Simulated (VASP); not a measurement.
Input of a VASP 6.6.1 run:

The input INCAR:

```
PREC = Accurate ; ENCUT = 600
EDIFF = 1E-6 ; ISMEAR = 1
SIGMA = 0.0032 ; LREAL = F
LASPH = T ; NELM = 120
ALGO = Normal ; ISIF = 2
LWAVE = F ; LCHARG = F
GGA = PE ; NBANDS = 16
GGA_COMPAT = F
```

File KPOINTS:

```
Automatic mesh
0
Gamma
  6 6 2
```

The input POSCAR:

```
MgS
1.0
    4.0346224068      0.0000000000      0.0000000000
   -2.0173112034      3.4940854990      0.0000000000
    0.0000000000      0.0000000000      6.4322941800
Mg S
2 2
Direct
    0.6666666667      0.3333333333      0.4957548500
    0.3333333333      0.6666666667      0.9957548500
    0.3333333333      0.6666666667      0.3792441500
    0.6666666667      0.3333333333      0.8792441500
```

Potentials or basis: VASP PAW PBE potentials, release 64 (Mg, S).

Run with:

```console
$ cat potpaw_PBE.64/Mg/POTCAR potpaw_PBE.64/S/POTCAR > POTCAR
$ mpirun -np 1 vasp_std > vasp.out
```

Problem. What does it give for the band gap on the k mesh?

Solution. 3.43 eV.

Problem. Estimate the largest force.

Solution. 0.049 eV/Å.

Problem. Estimate the pressure.

Solution. 0.9 GPa.

Forces in eV/Å, atoms in the order of the input:
```
Mg   0.000  0.000  0.049
Mg   0.000  0.000  0.049
S    0.000  0.000 -0.049
S    0.000  0.000 -0.049
```

Caveat: the k points lie up to 0.49 Å⁻¹ apart.
